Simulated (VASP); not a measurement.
# HgH in VASP: single point with PBE

Aim: the single point of HgH with PBE.

All numbers are computed with VASP 6.6.1; they aren't measurements. Logs are shortened: lines on timing, memory, paths and dates and some standing lists are left out, and cuts for length are marked.

### 1 The cell of the first run

The typed cell holds 4 atoms: a = 3.130 Å, b = 6.268 Å, c = 3.712 Å, α = 90.00°, β = 90.25°, γ = 90.00°.

### 2 Single point, PBE

INCAR reads:

```
ALGO = Normal ; EDIFF = 1E-7
ENCUT = 520 ; GGA = PE
ISIF = 2 ; ISMEAR = 0
LASPH = True ; LCHARG = False
LREAL = False ; LWAVE = False
NBANDS = 21 ; NELM = 60
PREC = Accurate ; SIGMA = 0.1
```

KPOINTS reads:

```
k-points
0
Gamma
  12 6 10
```

POSCAR reads:

```
HgH
1.0
    3.0454974321      0.0000000000      0.7230183786
    0.0000000000      6.2677982087      0.0000000000
   -0.8730428115      0.0000000000      3.6083504215
Hg H
2 2
Direct
    0.4995891885      0.2500000000      1.0004237348
    0.5001877855      0.7500000000     -0.0005565767
    0.4995803978      0.2500000000      0.5003994082
    0.5003752334      0.7500000000      0.4994660389
```

Potentials or basis: VASP PAW PBE potentials, release 64 (Hg, H).

Started as:

```sh
cat potpaw_PBE.64/Hg/POTCAR potpaw_PBE.64/H/POTCAR > POTCAR
mpirun -np 1 vasp_std > vasp.out
```

OUTCAR:

```text
EDIFF = 1E-7
   ENCUT = 520
   GGA = PE
   ISIF = 2
   ISMEAR = 0
   LASPH = True
   LREAL = False
   NELM = 60
   PREC = Accurate

 ion  position               nearest neighbor table
   1  0.500  0.250  0.000-   3 1.86   3 1.86   2 3.13   2 3.13
   2  0.500  0.750  0.999-   4 1.86   4 1.86   1 3.13   1 3.13
   3  0.500  0.250  0.500-   1 1.86   1 1.86
   4  0.500  0.750  0.499-   2 1.86   2 1.86

  LATTYP: Found a simple monoclinic cell.
 ALAT       =     3.1301453935
 B/A-ratio  =     2.0023984258
 C/A-ratio  =     1.1860359670
 COS(beta)  =    -0.0042980708

  Lattice vectors:

 A1 = (   3.0454974321,   0.0000000000,   0.7230183786)
 A2 = (   0.0000000000,   6.2677982087,   0.0000000000)
 A3 = (  -0.8730428115,   0.0000000000,   3.6083504215)

Analysis of symmetry for initial positions (statically):
=====================================================================
 Subroutine PRICEL returns:
 Original cell was already a primitive cell.

 Routine SETGRP: Setting up the symmetry group for a
 simple monoclinic supercell.

 Subroutine GETGRP returns: Found  2 space group operations
 (whereof  1 operations were pure point group operations)
 out of a pool of  4 trial point group operations.

The static configuration has the point symmetry C_1 .
 The point group associated with its full space group is C_1h.

Analysis of symmetry for dynamics (positions and initial velocities):
=====================================================================
 Subroutine PRICEL returns:
 Original cell was already a primitive cell.

 Routine SETGRP: Setting up the symmetry group for a
 simple monoclinic supercell.

 Subroutine GETGRP returns: Found  2 space group operations
 (whereof  1 operations were pure point group operations)
 out of a pool of  4 trial point group operations.

The dynamic configuration has the point symmetry C_1 .
 The point group associated with its full space group is C_1h.

 Subroutine INISYM returns: Found  2 space group operations
 (whereof  1 operations are pure point group operations),
 and found     1 'primitive' translations

----------------------------------------------------------------------------------------

                                     Primitive cell

  volume of cell :      72.8346

  direct lattice vectors                    reciprocal lattice vectors
     3.045497432  0.000000000  0.723018379     0.310517326  0.000000000  0.075129876
     0.000000000  6.267798209  0.000000000     0.000000000  0.159545660  0.000000000
    -0.873042811  0.000000000  3.608350421    -0.062219493  0.000000000  0.262080898

  length of vectors
     3.130145394  6.267798209  3.712465019     0.319476929  0.159545660  0.269365296

  position of ions in fractional coordinates (direct lattice)
     0.499589189  0.250000000  0.000423735
     0.500187786  0.750000000  0.999443423
     0.499580398  0.250000000  0.500399408
     0.500375233  0.750000000  0.499466039

  ion indices of the primitive-cell ions
   primitive index   ion index
                 1           1
                 2           2
                 3           3
                 4           4

----------------------------------------------------------------------------------------

 KPOINTS: k-points

Automatic generation of k-mesh.
 Grid dimensions read from file:
 generate k-points for:   12    6   10

 Generating k-lattice:

  Cartesian coordinates                     Fractional coordinates (reciprocal lattice)
     0.025876444  0.000000000  0.006260823     0.083333333  0.000000000 -0.000000000
     0.000000000  0.026590943  0.000000000     0.000000000  0.166666667  0.000000000
    -0.006221949  0.000000000  0.026208090     0.000000000  0.000000000  0.100000000

  Length of vectors
     0.026623077  0.026590943  0.026936530

  Shift w.r.t. Gamma in fractional coordinates (k-lattice)
     0.000000000  0.000000000  0.000000000

 Subroutine IBZKPT returns following result:
 ===========================================

 Found    248 irreducible k-points:

 Following reciprocal coordinates:
            Coordinates               Weight
  0.000000  0.000000  0.000000      1.000000
  0.083333  0.000000  0.000000      2.000000
  0.166667  0.000000  0.000000      2.000000
  0.250000  0.000000  0.000000      2.000000
  0.333333  0.000000  0.000000      2.000000
  0.416667  0.000000  0.000000      2.000000
[... 16 lines left out ...]
  0.083333  0.500000  0.000000      2.000000
  0.166667  0.500000  0.000000      2.000000
 [... further k-points ...]
   k-points           NKPTS =    248   k-points in BZ     NKDIM =    248   number of bands    NBANDS=     21
   number of dos      NEDOS =    301   number of ions     NIONS =      4
   total plane-waves  NPLWV =  32256
   dimension x,y,z NGX =    24 NGY =   48 NGZ =   28
   dimension x,y,z NGXF=    48 NGYF=   96 NGZF=   56
   ions per type =               2   2
   NGX,Y,Z   is equivalent  to a cutoff of  12.75, 12.73, 12.54 a.u.
   NGXF,Y,Z  is equivalent  to a cutoff of  25.49, 25.46, 25.08 a.u.
 SYSTEM =  unknown system
   PREC   = accura    normal or accurate (medium, high low for compatibility)
   ISTART =      0    job   : 0-new  1-cont  2-samecut
   ICHARG =      2    charge: 1-file 2-atom 10-const
   ISPIN  =      1    spin polarized calculation?
   LNONCOLLINEAR =      F non collinear calculations
   LSORBIT =      F    spin-orbit coupling
   LASPH  =      T    aspherical Exc in radial PAW
   ENCUT  =  520.0 eV  38.22 Ry    6.18 a.u.   5.82 11.65  6.90*2*pi/ulx,y,z
   NELM   =     60;   NELMIN=  2; NELMDL= -5     # of ELM steps
   EDIFF  = 0.1E-06   stopping-criterion for ELM
   LREAL  =      F    real-space projection
   EDIFFG = 0.1E-05   stopping-criterion for IOM
   NSW    =      0    number of steps for IOM
   IBRION =     -1    ionic relax: 0-MD 1-quasi-New 2-CG
   NFREE  =      0    steps in history (QN), initial steepest desc. (CG)
   ISIF   =      2    stress and relaxation
   ISYM   =      2    0-nonsym 1-usesym 2-fastsym
   POTIM  = 0.5000    time-step for ionic-motion
   TEBEG  =    0.0;   TEEND  =   0.0 temperature during run
   PSTRESS=    0.0 pullay stress
   NELECT =      26.0000    total number of electrons
   NUPDOWN=      -1.0000    fix difference up-down
   EMIN   =  10.00;   EMAX   =-10.00  energy-range for DOS
   EFERMI =   0.00;   METHOD = LEGACY
   ISMEAR =     0;   SIGMA  =   0.10  broadening in eV -4-tet -1-fermi 0-gaus
   EFERMI_NEDOS =   21; number of points for ismear=-14 and -15
   IALGO  =     38    algorithm
   IMIX   =      4    mixing-type and parameters
     AMIX     =   0.40;   BMIX     =  1.00
     AMIX_MAG =   1.60;   BMIX_MAG =  1.00
  volume/ion in A,a.u.               =      18.21       122.88
  Fermi-wavevector in a.u.,A,eV,Ry     =   1.161324  2.194584 18.349809  1.348673
  Thomas-Fermi vector in A             =   2.297897
   LORBIT       =      0    0 simple, 1 ext, 2 COOP (PROOUT), +10 PAW based schemes
   GGA     = PE    functional components
   LHFCALC =     F    Hartree Fock is set to
   AEXX    =    0.0000 exact exchange contribution
   IVDW    =     0    specifies the selected vdW correction
   LEPSILON=     F    determine dielectric tensor
   LRPA    =     F    only Hartree local field effects (RPA)
 non-spin polarized calculation
 Gauss-broadening in eV      SIGMA  =   0.10
  energy-cutoff  :      520.00
  volume of cell :       72.83
 maximum number of plane-waves:      1986
   NGX = 11   NGY = 23   NGZ = 13

 number of electron      26.0000000 magnetization

 Free energy of the ion-electron system (eV)
  ---------------------------------------------------
  ext. energy  EPLUGINS =         0.00000000
  ---------------------------------------------------
  free energy    TOTEN  =        -5.77562590 eV

  energy without entropy =       -5.77212268  energy(sigma->0) =       -5.77387429

 E-fermi :   1.0135     XC(G=0):  -9.0132

 val. band max:        1.0112567770   @ k =   0.0833   0.1667   0.2000
 cond. band min:       1.0247850862   @ k =  -0.4167   0.1667   0.2000
 fundamental gap:      0.0135283092
 Fermi energy:         1.0135365232

 k-point     1 :       0.0000    0.0000    0.0000
  band No.  band energies     occupation
      1      -8.6331      2.00000
      2      -8.2540      2.00000
      3      -6.9755      2.00000
      4      -6.8410      2.00000
      5      -6.7123      2.00000
      6      -6.2848      2.00000
[... 13 lines left out ...]
     20      11.0859      0.00000
     21      11.1873      0.00000

 k-point     2 :       0.0833    0.0000    0.0000
  band No.  band energies     occupation
      1      -8.6042      2.00000
      2      -8.2374      2.00000
      3      -6.9396      2.00000
      4      -6.7218      2.00000
      5      -6.5979      2.00000
      6      -6.2782      2.00000
[... 13 lines left out ...]
     20      11.1992      0.00000
     21      11.7825      0.00000

 k-point     3 :       0.1667    0.0000    0.0000
  band No.  band energies     occupation
      1      -8.5290      2.00000
      2      -8.1923      2.00000
      3      -6.8867      2.00000
      4      -6.3129      2.00000
      5      -6.2769      2.00000
      6      -6.2601      2.00000
[... 13 lines left out ...]
     20      10.5721      0.00000
     21      11.5289      0.00000

 k-point     4 :       0.2500    0.0000    0.0000
  band No.  band energies     occupation
      1      -8.4324      2.00000
      2      -8.1312      2.00000
      3      -6.8261      2.00000
      4      -6.3427      2.00000
      5      -6.2352      2.00000
      6      -6.0076      2.00000
[... 13 lines left out ...]
     20      10.7454      0.00000
     21      11.2028      0.00000

 k-point     5 :       0.3333    0.0000    0.0000
  band No.  band energies     occupation
      1      -8.3406      2.00000
      2      -8.0702      2.00000
      3      -6.7656      2.00000
      4      -6.5370      2.00000
      5      -6.2102      2.00000
      6      -6.1503      2.00000
[... 13 lines left out ...]
     20      10.2962      0.00000
     21      11.9496      0.00000

 k-point     6 :       0.4167    0.0000    0.0000
  band No.  band energies     occupation
      1      -8.2754      2.00000
      2      -8.0254      2.00000
      3      -6.7201      2.00000
      4      -6.6695      2.00000
      5      -6.2511      2.00000
      6      -6.1917      2.00000
[... 13 lines left out ...]
     20      10.9302      0.00000
     21      11.4380      0.00000

 k-point     7 :       0.5000    0.0000    0.0000
  band No.  band energies     occupation
      1      -8.2517      2.00000
      2      -8.0090      2.00000
      3      -6.7163      2.00000
      4      -6.7032      2.00000
      5      -6.2873      2.00000
      6      -6.1882      2.00000
[... 13 lines left out ...]
     20      11.0901      0.00000
     21      11.1944      0.00000
[... 291 lines left out ...]
      1      -8.2121      2.00000
      2      -8.0877      2.00000
      3      -6.4964      2.00000
      4      -6.2962      2.00000
      5      -6.2273      2.00000
      6      -6.1794      2.00000
[... 13 lines left out ...]
     20      10.0123      0.00000
     21      10.0622      0.00000

 k-point    21 :       0.5000    0.3333    0.0000
  band No.  band energies     occupation
      1      -8.1906      2.00000
      2      -8.0696      2.00000
      3      -6.5380      2.00000
      4      -6.2711      2.00000
      5      -6.2622      2.00000
      6      -6.2132      2.00000
[... 13 lines left out ...]
     20      10.2198      0.00000
     21      10.2988      0.00000

 k-point    22 :       0.0000    0.5000    0.0000
  band No.  band energies     occupation
      1      -8.4335      2.00000
      2      -8.4335      2.00000
      3      -6.8337      2.00000
      4      -6.8337      2.00000
      5      -6.0074      2.00000
      6      -6.0074      2.00000
[... 13 lines left out ...]
     20      11.2351      0.00000
     21      12.7452      0.00000

 k-point    23 :       0.0833    0.5000    0.0000
  band No.  band energies     occupation
      1      -8.4120      2.00000
      2      -8.4120      2.00000
      3      -6.7268      2.00000
      4      -6.7268      2.00000
      5      -6.0025      2.00000
      6      -6.0025      2.00000
[... 13 lines left out ...]
     20       9.7736      0.00000
     21      13.5921      0.00000

 k-point    24 :       0.1667    0.5000    0.0000
  band No.  band energies     occupation
      1      -8.3546      2.00000
      2      -8.3546      2.00000
      3      -6.4502      2.00000
      4      -6.4502      2.00000
      5      -5.9895      2.00000
      6      -5.9895      2.00000
[... 13 lines left out ...]
     20       8.1913      0.00000
     21      13.9373      0.00000

 [... further k-points ...]
[... 5 lines left out ...]
  --------------------------------------------------------------------------------------
  -------------------------------------------------------------------------------------
  Total        0.0582137      0.0354197      0.2312378      0.0000000      0.0000000     -0.0313989
  in kB        1.2805540      0.7791444      5.0866458      0.0000000      0.0000000     -0.6906963
  external PRESSURE =       2.3821148 kB  Pullay stress =       0.0000000 kB

 VOLUME and BASIS-vectors are now :
 -----------------------------------------------------------------------------
  energy-cutoff  :      520.00
  volume of cell :       72.83
      direct lattice vectors                 reciprocal lattice vectors
     3.045497432  0.000000000  0.723018379     0.310517326  0.000000000  0.075129876
     0.000000000  6.267798209  0.000000000     0.000000000  0.159545660  0.000000000
    -0.873042811  0.000000000  3.608350421    -0.062219493  0.000000000  0.262080898

 POSITION                                       TOTAL-FORCE (eV/Angst)
 -----------------------------------------------------------------------------------
      1.52113      1.56695      0.36274         0.000124      0.000000     -0.000460
      0.65076      4.70085      3.96799         0.000602      0.000000      0.000574
      1.08460      1.56695      2.16682         0.000266      0.000000     -0.000309
      1.08784      4.70085      2.16403        -0.000993      0.000000      0.000194
 -----------------------------------------------------------------------------------
    total drift:                               -0.000006     -0.000000      0.000017

  FREE ENERGIE OF THE ION-ELECTRON SYSTEM (eV)
  ---------------------------------------------------
  free  energy   TOTEN  =        -5.7756259041 eV

  energy  without entropy=       -5.7721226773  energy(sigma->0) =       -5.77387429
```

Wall time 1.7 min (1 thread of Intel Xeon Platinum 8559C (Emerald Rapids), shared host); peak memory 0.41 GiB.

What came out:

* Free energy: -5.7756 eV
* Pressure: 0.2 GPa
* Band gap on the k mesh: zero (band 13 reaches 4.37 eV, above the bottom of band 14 at -3.59 eV)

Stress tensor (GPa, compression positive):
```
 0.13  0.00 -0.07
 0.00  0.08  0.00
-0.07  0.00  0.51
```

Caveat: spin-orbit coupling is left out, which moves the levels of the heavy elements.
